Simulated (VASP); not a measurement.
A run of VASP 6.6.1 is set up as follows.

INCAR

```
SYSTEM = MgO
PREC     = Accurate       ! precision mode
ENCUT    = 750            ! plane-wave cutoff, eV
EDIFF    = 1E-6           ! SCF threshold, eV
ISMEAR   = 0              ! smearing method
SIGMA    = 0.01           ! smearing width, eV
LREAL    = Auto         
LASPH    = .TRUE.         ! aspherical terms in the spheres
NELM     = 120            ! most SCF steps
ALGO     = Normal         ! electronic algorithm
ISIF     = 2              ! what is computed and relaxed
LWAVE    = .FALSE.        ! write WAVECAR
LCHARG   = .FALSE.        ! write CHGCAR
NBANDS   = 150            ! bands
GGA_COMPAT= .FALSE.
```

File KPOINTS:

```
Automatic mesh
0
Gamma
  2 2 2
  0.5 0.5 0.5
```

The input POSCAR:

```
MgO
1.0
    4.1591586629     -4.1591586629      4.1591586629
   -4.1591586629     -4.1591586629     -4.1591586629
    4.1591586629      4.1591586629     -4.1591586629
Mg O
16 16
Direct
    0.7500000000      0.2500000000      0.0000000000
    0.0000000000      0.2500000000      0.7500000000
    0.0000000000      0.0000000000      0.0000000000
    0.2500000000      0.2500000000      0.5000000000
    0.2500000000      0.0000000000      0.7500000000
    0.2500000000      0.7500000000      0.0000000000
    0.5000000000      0.2500000000      0.2500000000
    0.5000000000      0.0000000000      0.5000000000
    0.5000000000      0.7500000000      0.7500000000
    0.5000000000      0.5000000000      0.0000000000
    0.7500000000      0.0000000000      0.2500000000
    0.7500000000      0.7500000000      0.5000000000
    0.7500000000      0.5000000000      0.7500000000
    0.0000000000      0.7500000000      0.2500000000
    0.0000000000      0.5000000000      0.5000000000
    0.2500000000      0.5000000000      0.2500000000
    0.5000000000      0.2500000000      0.7500000000
    0.7500000000      0.2500000000      0.5000000000
    0.7500000000      0.0000000000      0.7500000000
    0.0000000000      0.2500000000      0.2500000000
    0.0000000000      0.0000000000      0.5000000000
    0.0000000000      0.7500000000      0.7500000000
    0.2500000000      0.2500000000      0.0000000000
    0.2500000000      0.0000000000      0.2500000000
    0.2500000000      0.7500000000      0.5000000000
    0.2500000000      0.5000000000      0.7500000000
    0.5000000000      0.0000000000      0.0000000000
    0.5000000000      0.7500000000      0.2500000000
    0.5000000000      0.5000000000      0.5000000000
    0.7500000000      0.7500000000      0.0000000000
    0.7500000000      0.5000000000      0.2500000000
    0.0000000000      0.5000000000      0.0000000000
```

Potentials or basis: VASP PAW LDA potentials, release 64 (Mg_sv, O).

Launch:

```console
$ cat potpaw_LDA.64/Mg_sv/POTCAR potpaw_LDA.64/O/POTCAR > POTCAR
$ mpirun -np 1 vasp_std > vasp.out
```

What does it give for the band gap on the k mesh?

6.49 eV.

What does it give for the pressure?

0.1 GPa.

Caveat: a shifted mesh leaves out Γ, where band edges can lie. A k mesh can miss the band edges.
